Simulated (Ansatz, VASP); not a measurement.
## Two plane-wave programs on Al

INCAR

```
  PREC = Accurate
  ENCUT = 520
  EDIFF = 1E-6
  ISMEAR = 0
  SIGMA = 0.15
  LREAL = F
  LASPH = T
  NELM = 80
  ALGO = Fast
  ISIF = 2
  LWAVE = F
  LCHARG = F
  GGA = PS
  NBANDS = 14
```

KPOINTS

```
regular mesh
0
Gamma
  24 24 6
```

Contents of POSCAR:

```
Al
1.0
    3.0552948499      0.0000000000      0.0000000000
   -1.5276474250      2.6459629561      0.0000000000
    0.0000000000      0.0000000000      8.0335848697
Al
4
Direct
    0.0000000000      0.0000000000      0.0000000000
    0.3333333333      0.6666666667      0.2500000000
    0.0000000000      0.0000000000      0.5000000000
    0.6666666667      0.3333333333      0.7500000000
```

Input for Ansatz:

```yaml
crystal:
  lattice:
    - [3.0552948499, 0.0, 0.0]
    - [-1.527647425, 2.6459629561, 0.0]
    - [0.0, 0.0, 8.0335848697]
  atoms:
    - { symbol: Al, position: [0.0, 0.0, 0.0] }
    - { symbol: Al, position: [0.3333333333, 0.6666666667, 0.25] }
    - { symbol: Al, position: [0.0, 0.0, 0.5] }
    - { symbol: Al, position: [0.6666666667, 0.3333333333, 0.75] }
basis:
  ecutwfc: 420
kpoints:
  mp_grid: { grid: [24, 24, 6] }
hamiltonian:
  xc: pbesol
scf:
  occupations: { method: gaussian, width: 0.15 }
output:
  forces: true
  stress: true
  eigenvalues: true
```

Alike in both runs: task single point; functional PBEsol; k mesh 24 × 24 × 6; occupations gaussian, width 0.15 eV; no spin polarisation.

```csv
,VASP,Ansatz
version,VASP 6.6.1,Ansatz 0.2.0
potentials or method,"VASP PAW PBE potentials, release 64 (Al), cutoff 520 eV","scalar-relativistic, plane waves, PAW"
valence electrons in the cell,12,12
```

VASP gave:

* gap on the k mesh at the Fermi level (eV): none
* pressure (GPa): 4.8
* traceless stress, the component that is largest in VASP (GPa): 9.91

Problem. What did Ansatz give for the same quantities?

Solution. gap on the k mesh at the Fermi level (eV): none; pressure (GPa): 4.7; traceless stress, the component that is largest in VASP (GPa): 9.85.

VASP's potentials were made for PBE, not for PBEsol. A gap of «none» marks a metal or a gap that the smearing closes.
